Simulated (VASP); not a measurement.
# Tc (Fm-3m) in VASP: further runs

The runs below take Tc through single point, relaxation of cell and atoms, with LDA.

Everything below comes from runs of VASP 6.6.1. Logs are shortened: lines on timing, memory, paths and dates and some standing lists are left out, and cuts for length are marked.

## (1) The cell of the first run

Symmetry: Fm-3m, No. 225, cubic system. The conventional cell has a = 3.812 Å, b = 3.812 Å, c = 3.812 Å, α = 90.00°, β = 90.00°, γ = 90.00°. Within 3.6 Å of Tc (site symmetry m-3m) lie 12 Tc at 2.70 Å.

This isn't the form of Tc at room conditions, which is hcp.

## (2) Single point, LDA

Contents of INCAR:

```
ALGO = Normal
EDIFF = 1E-6
ENCUT = 500
GGA_COMPAT = F
ISIF = 2
ISMEAR = -1
LASPH = T
LCHARG = T
LELF = T
LREAL = F
LVHAR = T
LWAVE = F
NBANDS = 12
NELM = 120
PREC = Accurate
SIGMA = 0.1
```

Contents of KPOINTS:

```
k-points
0
Gamma
  11 11 11
```

Contents of POSCAR:

```
Tc
1.0
    0.0000000000      1.9058455624      1.9058455624
    1.9058455624      0.0000000000      1.9058455624
    1.9058455624      1.9058455624      0.0000000000
Tc
1
Direct
    0.0000000000      0.0000000000      0.0000000000
```

Potentials or basis: VASP PAW LDA potentials, release 64 (Tc_pv).

Command:

```console
$ cat potpaw_LDA.64/Tc_pv/POTCAR > POTCAR
$ mpirun -np 1 vasp_std > vasp.out
```

OUTCAR:

```text
EDIFF = 1E-6
   ENCUT = 500
   ISIF = 2
   ISMEAR = -1
   LASPH = T
   LREAL = F
   NELM = 120
   PREC = Accurate

 ion  position               nearest neighbor table
   1  0.000  0.000  0.000-

  LATTYP: Found a face centered cubic cell.
 ALAT       =     3.8116911248

  Lattice vectors:

 A1 = (   0.0000000000,   1.9058455624,   1.9058455624)
 A2 = (   1.9058455624,   0.0000000000,   1.9058455624)
 A3 = (   1.9058455624,   1.9058455624,   0.0000000000)

Analysis of symmetry for initial positions (statically):
=====================================================================
 Subroutine PRICEL returns:
 Original cell was already a primitive cell.

 Routine SETGRP: Setting up the symmetry group for a
 face centered cubic supercell.

 Subroutine GETGRP returns: Found 48 space group operations
 (whereof 48 operations were pure point group operations)
 out of a pool of 48 trial point group operations.

The static configuration has the point symmetry O_h .

Analysis of symmetry for dynamics (positions and initial velocities):
=====================================================================
 Subroutine PRICEL returns:
 Original cell was already a primitive cell.

 Routine SETGRP: Setting up the symmetry group for a
 face centered cubic supercell.

 Subroutine GETGRP returns: Found 48 space group operations
 (whereof 48 operations were pure point group operations)
 out of a pool of 48 trial point group operations.

The dynamic configuration has the point symmetry O_h .

 Subroutine INISYM returns: Found 48 space group operations
 (whereof 48 operations are pure point group operations),
 and found     1 'primitive' translations

----------------------------------------------------------------------------------------

                                     Primitive cell

  volume of cell :      13.8450

  direct lattice vectors                    reciprocal lattice vectors
     0.000000000  1.905845562  1.905845562    -0.262350743  0.262350743  0.262350743
     1.905845562  0.000000000  1.905845562     0.262350743 -0.262350743  0.262350743
     1.905845562  1.905845562  0.000000000     0.262350743  0.262350743 -0.262350743

  length of vectors
     2.695272642  2.695272642  2.695272642     0.454404817  0.454404817  0.454404817

  position of ions in fractional coordinates (direct lattice)
     0.000000000  0.000000000  0.000000000

  ion indices of the primitive-cell ions
   primitive index   ion index
                 1           1

----------------------------------------------------------------------------------------

 KPOINTS: k-points

Automatic generation of k-mesh.
 Grid dimensions read from file:
 generate k-points for:   11   11   11

 Generating k-lattice:

  Cartesian coordinates                     Fractional coordinates (reciprocal lattice)
    -0.023850068  0.023850068  0.023850068     0.090909091  0.000000000  0.000000000
     0.023850068 -0.023850068  0.023850068     0.000000000  0.090909091  0.000000000
     0.023850068  0.023850068 -0.023850068     0.000000000  0.000000000  0.090909091

  Length of vectors
     0.041309529  0.041309529  0.041309529

  Shift w.r.t. Gamma in fractional coordinates (k-lattice)
     0.000000000  0.000000000  0.000000000

 Subroutine IBZKPT returns following result:
 ===========================================

 Found     56 irreducible k-points:

 Following reciprocal coordinates:
            Coordinates               Weight
  0.000000  0.000000  0.000000      1.000000
  0.090909  0.000000  0.000000      8.000000
  0.181818  0.000000  0.000000      8.000000
  0.272727  0.000000  0.000000      8.000000
  0.363636  0.000000  0.000000      8.000000
  0.454545  0.000000  0.000000      8.000000
[... 16 lines left out ...]
 -0.272727  0.181818  0.000000     24.000000
 -0.181818  0.181818  0.000000     12.000000
 [... further k-points ...]
   k-points           NKPTS =     56   k-points in BZ     NKDIM =     56   number of bands    NBANDS=     12
   number of dos      NEDOS =    301   number of ions     NIONS =      1
   total plane-waves  NPLWV =   8000
   dimension x,y,z NGX =    20 NGY =   20 NGZ =   20
   dimension x,y,z NGXF=    40 NGYF=   40 NGZF=   40
   ions per type =               1
   NGX,Y,Z   is equivalent  to a cutoff of  12.34, 12.34, 12.34 a.u.
   NGXF,Y,Z  is equivalent  to a cutoff of  24.67, 24.67, 24.67 a.u.
 SYSTEM =  unknown system
   PREC   = accura    normal or accurate (medium, high low for compatibility)
   ISTART =      0    job   : 0-new  1-cont  2-samecut
   ICHARG =      2    charge: 1-file 2-atom 10-const
   ISPIN  =      1    spin polarized calculation?
   LNONCOLLINEAR =      F non collinear calculations
   LSORBIT =      F    spin-orbit coupling
   LASPH  =      T    aspherical Exc in radial PAW
   ENCUT  =  500.0 eV  36.75 Ry    6.06 a.u.   4.91  4.91  4.91*2*pi/ulx,y,z
   NELM   =    120;   NELMIN=  2; NELMDL= -5     # of ELM steps
   EDIFF  = 0.1E-05   stopping-criterion for ELM
   LREAL  =      F    real-space projection
   EDIFFG = 0.1E-04   stopping-criterion for IOM
   NSW    =      0    number of steps for IOM
   IBRION =     -1    ionic relax: 0-MD 1-quasi-New 2-CG
   NFREE  =      0    steps in history (QN), initial steepest desc. (CG)
   ISIF   =      2    stress and relaxation
   ISYM   =      2    0-nonsym 1-usesym 2-fastsym
   POTIM  = 0.5000    time-step for ionic-motion
   TEBEG  =    0.0;   TEEND  =   0.0 temperature during run
   PSTRESS=    0.0 pullay stress
   NELECT =      13.0000    total number of electrons
   NUPDOWN=      -1.0000    fix difference up-down
   EMIN   =  10.00;   EMAX   =-10.00  energy-range for DOS
   EFERMI =   0.00;   METHOD = LEGACY
   ISMEAR =    -1;   SIGMA  =   0.10  broadening in eV -4-tet -1-fermi 0-gaus
   EFERMI_NEDOS =   21; number of points for ismear=-14 and -15
   IALGO  =     38    algorithm
   IMIX   =      4    mixing-type and parameters
     AMIX     =   0.40;   BMIX     =  1.00
     AMIX_MAG =   1.60;   BMIX_MAG =  1.00
  volume/ion in A,a.u.               =      13.85        93.43
  Fermi-wavevector in a.u.,A,eV,Ry     =   1.603091  3.029403 34.965634  2.569902
  Thomas-Fermi vector in A             =   2.699809
   LORBIT       =      0    0 simple, 1 ext, 2 COOP (PROOUT), +10 PAW based schemes
   GGA     = CA    functional components
   LHFCALC =     F    Hartree Fock is set to
   AEXX    =    0.0000 exact exchange contribution
   IVDW    =     0    specifies the selected vdW correction
   LEPSILON=     F    determine dielectric tensor
   LRPA    =     F    only Hartree local field effects (RPA)
 non-spin polarized calculation
  energy-cutoff  :      500.00
  volume of cell :       13.85
 maximum number of plane-waves:       360
   NGX =  9   NGY =  9   NGZ =  9

 number of electron      12.9999997 magnetization

 Free energy of the ion-electron system (eV)
  ---------------------------------------------------
  ext. energy  EPLUGINS =         0.00000000
  ---------------------------------------------------
  free energy    TOTEN  =       -11.67976358 eV

  energy without entropy =      -11.64922980  energy(sigma->0) =      -11.66449669

 E-fermi :  13.2518     XC(G=0): -14.2223

 val. band max:       13.1964311126   @ k =  -0.4545   0.2727   0.0909
 cond. band min:      13.2755884570   @ k =  -0.1818   0.2727   0.0909
 fundamental gap:      0.0791573445
 Fermi energy:        13.2518107555

 k-point     1 :       0.0000    0.0000    0.0000
  band No.  band energies     occupation
      1     -24.8255      2.00000
      2     -24.8255      2.00000
      3     -24.8255      2.00000
      4       5.6262      2.00000
      5      11.3717      2.00000
      6      11.3717      2.00000
      7      11.3717      2.00000
      8      14.1437      0.00027
      9      14.1437      0.00027
     10      27.2845      0.00000
     11      33.0220      0.00000
     12      33.0220      0.00000

 k-point     2 :       0.0909    0.0000    0.0000
  band No.  band energies     occupation
      1     -24.9478      2.00000
      2     -24.8407      2.00000
      3     -24.8407      2.00000
      4       5.9890      2.00000
      5      11.1613      2.00000
      6      11.5281      2.00000
      7      11.5281      2.00000
      8      14.0326      0.00081
      9      14.0326      0.00081
     10      27.9451      0.00000
     11      31.6581      0.00000
     12      33.6590      0.00000

 k-point     3 :       0.1818    0.0000    0.0000
  band No.  band energies     occupation
      1     -25.2690      2.00000
      2     -24.8815      2.00000
      3     -24.8815      2.00000
      4       6.8967      2.00000
      5      10.8255      2.00000
      6      11.8032      2.00000
      7      11.8032      2.00000
      8      13.9630      0.00163
      9      13.9630      0.00163
     10      28.9894      0.00000
     11      30.0462      0.00000
     12      35.4329      0.00000

 k-point     4 :       0.2727    0.0000    0.0000
  band No.  band energies     occupation
      1     -25.6751      2.00000
      2     -24.9345      2.00000
      3     -24.9345      2.00000
      4       7.6374      2.00000
      5      11.2230      2.00000
      6      11.7393      2.00000
      7      11.7393      2.00000
      8      14.4910      0.00001
      9      14.4910      0.00001
     10      27.4096      0.00000
     11      30.5982      0.00000
     12      37.9859      0.00000

 k-point     5 :       0.3636    0.0000    0.0000
  band No.  band energies     occupation
      1     -26.0353      2.00000
      2     -24.9827      2.00000
      3     -24.9827      2.00000
      4       7.6610      2.00000
      5      11.4313      2.00000
      6      11.4313      2.00000
      7      12.8057      1.97716
      8      15.4593      0.00000
      9      15.4593      0.00000
     10      25.9593      0.00000
     11      28.8669      0.00000
     12      35.8670      0.00000
[... 228 lines left out ...]
      1     -26.1295      2.00000
      2     -25.3050      2.00000
      3     -25.0986      2.00000
      4       8.4182      2.00000
      5      10.1410      2.00000
      6      12.2014      1.99995
      7      12.2371      1.99992
      8      16.1975      0.00000
      9      19.6440      0.00000
     10      23.9894      0.00000
     11      29.0528      0.00000
     12      32.5982      0.00000

 k-point    22 :      -0.3636    0.1818    0.0000
  band No.  band energies     occupation
      1     -26.0623      2.00000
      2     -25.3356      2.00000
      3     -25.0487      2.00000
      4       8.6477      2.00000
      5      10.3231      2.00000
      6      11.9220      2.00000
      7      12.1886      1.99995
      8      15.2135      0.00000
      9      19.2187      0.00000
     10      25.2933      0.00000
     11      29.2935      0.00000
     12      31.5895      0.00000

 k-point    23 :      -0.2727    0.1818    0.0000
  band No.  band energies     occupation
      1     -25.8718      2.00000
      2     -25.2917      2.00000
      3     -24.9822      2.00000
      4       8.9272      2.00000
      5      10.6231      2.00000
      6      10.9484      2.00000
      7      12.3831      1.99966
      8      13.9499      0.00186
      9      17.8287      0.00000
     10      27.5244      0.00000
     11      30.3699      0.00000
     12      32.0365      0.00000

 k-point    24 :      -0.1818    0.1818    0.0000
  band No.  band energies     occupation
      1     -25.6357      2.00000
      2     -25.1643      2.00000
      3     -24.9201      2.00000
      4       8.5427      2.00000
      5      10.1242      2.00000
      6      11.4557      2.00000
      7      12.7963      1.97918
      8      12.8336      1.96992
      9      16.2176      0.00000
     10      28.7719      0.00000
     11      31.5205      0.00000
     12      34.0070      0.00000

 [... further k-points ...]

------------------------ aborting loop because EDIFF is reached ----------------------------------------

  FORCE on cell =-STRESS in cart. coord.  units (eV):
  Direction    XX          YY          ZZ          XY          YZ          ZX
  --------------------------------------------------------------------------------------
  -------------------------------------------------------------------------------------
  Total        0.0000527      0.0000527      0.0000527     -0.0000000     -0.0000000      0.0000000
  in kB        0.0060944      0.0060944      0.0060944     -0.0000000     -0.0000000      0.0000000
  external PRESSURE =       0.0060944 kB  Pullay stress =       0.0000000 kB

 VOLUME and BASIS-vectors are now :
 -----------------------------------------------------------------------------
  energy-cutoff  :      500.00
  volume of cell :       13.85
      direct lattice vectors                 reciprocal lattice vectors
     0.000000000  1.905845562  1.905845562    -0.262350743  0.262350743  0.262350743
     1.905845562  0.000000000  1.905845562     0.262350743 -0.262350743  0.262350743
     1.905845562  1.905845562  0.000000000     0.262350743  0.262350743 -0.262350743

 POSITION                                       TOTAL-FORCE (eV/Angst)
 -----------------------------------------------------------------------------------
      0.00000      0.00000      0.00000         0.000000      0.000000      0.000000
 -----------------------------------------------------------------------------------
    total drift:                                0.000000      0.000000      0.000000

  FREE ENERGIE OF THE ION-ELECTRON SYSTEM (eV)
  ---------------------------------------------------
  free  energy   TOTEN  =       -11.6797635812 eV

  energy  without entropy=      -11.6492298022  energy(sigma->0) =      -11.66449669
```

Run time: 3.7 s. Hardware: 1 thread of Intel Xeon 6975P-C (Granite Rapids), shared host; peak memory 0.12 GiB.

Results:

| Property | Result |
| --- | --- |
| Free energy | -11.6798 eV |
| Pressure | 0.0 GPa |
| Band gap on the k mesh | zero (an odd number of electrons rules out a gap without spin polarisation) |

## (3) Relaxation of cell and atoms, LDA

This run uses another cell than the first one, of 14.27 Å³/atom.

Contents of INCAR:

```
ALGO     = Normal         # electronic algorithm
EDIFF    = 1E-7           # SCF threshold, eV
EDIFFG   = -0.01          # ionic threshold
ENCUT    = 500            # plane-wave cutoff, eV
GGA_COMPAT= F            
IBRION   = 2              # ionic algorithm
ISIF     = 3              # what is computed and relaxed
ISMEAR   = -1             # smearing method
LASPH    = T              # aspherical terms in the spheres
LCHARG   = F              # write CHGCAR
LREAL    = F              # projectors in reciprocal space
LWAVE    = F              # write WAVECAR
NELM     = 120            # most SCF steps
NELMIN   = 4            
NSW      = 80             # ionic steps
PREC     = Accurate       # precision mode
SIGMA    = 0.1            # smearing width, eV
```

KPOINTS is that of step 2.

Contents of POSCAR:

```
Tc
1.0
    0.0000000000      1.9250000000      1.9250000000
    1.9250000000      0.0000000000      1.9250000000
    1.9250000000      1.9250000000      0.0000000000
Tc
1
Direct
    0.0000000000      0.0000000000      0.0000000000
```

Potentials or basis: VASP PAW LDA potentials, release 64 (Tc_pv).

Command:

```console
$ cat potpaw_LDA.64/Tc_pv/POTCAR > POTCAR
$ mpirun -np 1 vasp_std > vasp.out
```

It took 8.3 s on 1 thread of Intel Xeon 6975P-C (Granite Rapids), shared host; peak memory 0.12 GiB.

Results (log left out):

| Item | Value |
| --- | --- |
| Free energy | -11.6806 eV |
| Relaxed volume | 13.85 Å³/atom |
| Relaxed cell | a = 2.696 Å, b = 2.696 Å, c = 2.696 Å, α = 60.00°, β = 60.00°, γ = 60.00° |
| Space group after relaxing (to 0.1 Å) | Fm-3m (No. 225) |
| Energy gained by relaxing | 12.9 meV/atom |
| Ionic steps | 4 |
| Pressure after relaxing | -0.1 GPa |
| Band gap on the k mesh | zero (an odd number of electrons rules out a gap without spin polarisation) |

Step by step:
| step | energy change (eV) | largest force (eV/Å) | pressure (GPa) | volume (Å³) |
| --- | --- | --- | --- | --- |
| 1 | 0.0000 | 0.0000 | -9.60 | 14.27 |
| 2 | 0.1370 | 0.0000 | 41.12 | 12.57 |
| 3 | -0.0129 | 0.0000 | -0.44 | 13.87 |
| 4 | -0.0129 | 0.0000 | -0.07 | 13.85 |

Final structure:
```xyz
1
Lattice="0.0000 1.9060 1.9060 1.9060 0.0000 1.9060 1.9060 1.9060 0.0000" Properties=species:S:1:pos:R:3 pbc="T T T"
Tc    1.9060    0.0000    1.9060
```

Levels at points of the mesh, in eV from the Fermi level:
```tsv
k point	band 5	band 6	band 7	band 8	band 9	band 10
(0.00, 0.00, 0.00)	-1.88	-1.88	-1.88	0.89	0.89	14.03
```

The gap in the log of VASP goes by the Fermi energy; the results here count the filled bands.